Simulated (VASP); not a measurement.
Write the native input for VASP 6.6.1 that does the following.

```yaml
Task: relaxation of shape and atoms at fixed volume
Functional: r2SCAN
Potentials_or_basis: VASP PAW PBE potentials, release 64 (Ti_sv)
Cutoff: 600 eV
k_mesh: 12 × 12 × 14
Occupations: gaussian, width 0.1 eV
Spin: no spin polarisation
Dipole_correction: no
Further_INCAR_settings: ALGO = Normal; EDIFF = 1e-07; IBRION = 2; EDIFFG = -0.01; NSW = 50; ISIF = 4
```

The system is Ti.

```
Ti
1.0
     4.42145    0.00000    0.00000
    -2.21073    3.82909    0.00000
     0.00000    0.00000    2.74378
Ti
3
Direct
  0.00000 0.00000 0.00000
  0.33333 0.66667 0.50000
  0.66667 0.33333 0.50000
```

This isn't the form of Ti at room conditions, which is hcp.

The input as run:

POSCAR

```
Ti
1.0
    4.4214518316      0.0000000000      0.0000000000
   -2.2107259158      3.8290896078      0.0000000000
    0.0000000000      0.0000000000      2.7437790572
Ti
3
Direct
    0.0000000000      0.0000000000      0.0000000000
    0.3333333333      0.6666666667      0.5000000000
    0.6666666667      0.3333333333      0.5000000000
```

INCAR.step1

```
ALGO = Normal
EDIFF = 1E-4
ENCUT = 600
GGA = PE
ISMEAR = 0
LASPH = T
LCHARG = F
LREAL = F
LWAVE = T
NELM = 100
PREC = Accurate
SIGMA = 0.1
```

INCAR.step2

```
ALGO = Normal
EDIFF = 1E-7
EDIFFG = -0.01
ENCUT = 600
IBRION = 2
ISIF = 4
ISMEAR = 0
ISTART = 1
LASPH = T
LCHARG = F
LMIXTAU = T
LREAL = F
LWAVE = F
METAGGA = R2SCAN
NELM = 100
NSW = 50
PREC = Accurate
SIGMA = 0.1
```

KPOINTS

```
k-points
0
Gamma
  12 12 14
```

Potentials or basis: VASP PAW PBE potentials, release 64 (Ti_sv).

The run is started by

```bash
$ cat potpaw_PBE.64/Ti_sv/POTCAR > POTCAR
$ cp INCAR.step1 INCAR
$ mpirun -np 1 vasp_std > vasp.out
$ cp INCAR.step2 INCAR
$ mpirun -np 1 vasp_std > vasp.out
```

Results of the run:

```yaml
Energy_gained_by_relaxing: 0.0 meV/atom
Ionic_steps: 2
Pressure_after_relaxing: 13.7 GPa
Band_gap_on_the_k_mesh: zero (bands 18 and 19 overlap by 0.37 eV)
```

Caveat: the PAW data sets were made with another functional, which shifts forces and pressure a little.

It took 28 min on 1 thread of Oxide Virtual Turin-like Processor, with other jobs on the host, peak memory 0.26 GiB.
